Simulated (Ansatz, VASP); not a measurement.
## Se: VASP beside Ansatz

```xyz
2
Lattice="-2.7053 2.7053 1.5576 2.7053 -2.7053 1.5576 2.7053 2.7053 -1.5576" Properties=species:S:1:pos:R:3 pbc="T T T"
Se    0.0000    0.0000    0.0000
Se    0.0000    2.7053    0.7788
```

Alike in both runs: functional PBE; k mesh 6 × 6 × 6; occupations gaussian, width 0.1 eV; no spin polarisation.

Ansatz relaxed the structure, and its values are those at the end. VASP's run is a single point on that final structure, the one shown.

|  | VASP | Ansatz |
| --- | --- | --- |
| version | VASP 6.6.1 | Ansatz 0.2.0 |
| potentials or method | VASP PAW PBE potentials, release 64 (Se), cutoff 520 eV | scalar-relativistic, plane waves, PAW |
| valence electrons in the cell | 12 | 32 |

```csv
,VASP,Ansatz,Ansatz less VASP
gap on the k mesh at the Fermi level (eV),none,none,-
pressure (GPa),-0.1,-0.1,-0.02
```

A gap of «none» marks a metal or a gap that the smearing closes. The functional is the same, so the differences come from potentials, cutoffs and numerics. VASP's potentials hold 12 valence electrons a cell and Ansatz's 32, so a difference there can come from the potentials and not from the codes.

The k mesh is coarse, so the values compare programs but aren't converged.
